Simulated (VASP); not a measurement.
Set up this calculation in VASP 6.6.1, as the native input.

- Task: single point
- Functional: PBE
- Potentials or basis: VASP PAW PBE potentials, release 64 (Si, Cl)
- Cutoff: 520 eV
- k mesh: 9 × 9 × 8
- Occupations: fermi-dirac, width 0.1 eV
- Spin: no spin polarisation
- Dipole correction: no
- Further INCAR settings: ALGO = Normal; EDIFF = 1e-06; NBANDS = 19

The structure of SiCl lies in POSCAR:

```
SiCl
1.0
    3.8237630000      0.0000000000      0.0000000000
    1.9118810000     -5.3909880000      0.0000000000
    0.0000000000      0.0000000000     -4.3820560000
Si Cl
2 2
Direct
    0.3920000000      0.2160000000      0.7500000000
    0.6080000000      0.7840000000      0.2500000000
    0.1333000000      0.7334000000      0.7500000000
    0.8667000000      0.2666000000      0.2500000000
```

These files were run (other wordings do the same):

INCAR

```
SYSTEM = SiCl
PREC     = Accurate       ! precision mode
ENCUT    = 520            ! plane-wave cutoff, eV
EDIFF    = 1E-6           ! SCF threshold, eV
ISMEAR   = -1             ! smearing method
SIGMA    = 0.1            ! smearing width, eV
LREAL    = .False.        ! projectors in reciprocal space
LASPH    = .True.         ! aspherical terms in the spheres
NELM     = 100            ! most SCF steps
ALGO     = Normal         ! electronic algorithm
ISIF     = 2              ! what is computed and relaxed
LWAVE    = .False.        ! write WAVECAR
LCHARG   = .True.         ! write CHGCAR
GGA      = PE             ! functional
LELF     = .True.         ! ELF
LVHAR    = .True.       
NBANDS   = 19             ! bands
```

KPOINTS

```
regular mesh
0
Gamma
  9 9 8
  0 0 0
```

Potentials or basis: VASP PAW PBE potentials, release 64 (Si, Cl).

Run with:

```console
$ cat potpaw_PBE.64/Si/POTCAR potpaw_PBE.64/Cl/POTCAR > POTCAR
$ mpirun -np 1 vasp_std > vasp.out
```

It gave:

```
Pressure               : -2.7 GPa
Largest force          : 0.563 eV/Å
Band gap on the k mesh : zero (band 11 reaches 6.33 eV, above the bottom of band 12 at 4.18 eV)
```

Run time: 2.6 min on 1 thread of Intel(R) Xeon(R) Platinum 8488C (Sapphire Rapids), with other jobs on the host, peak memory 0.32 GiB.
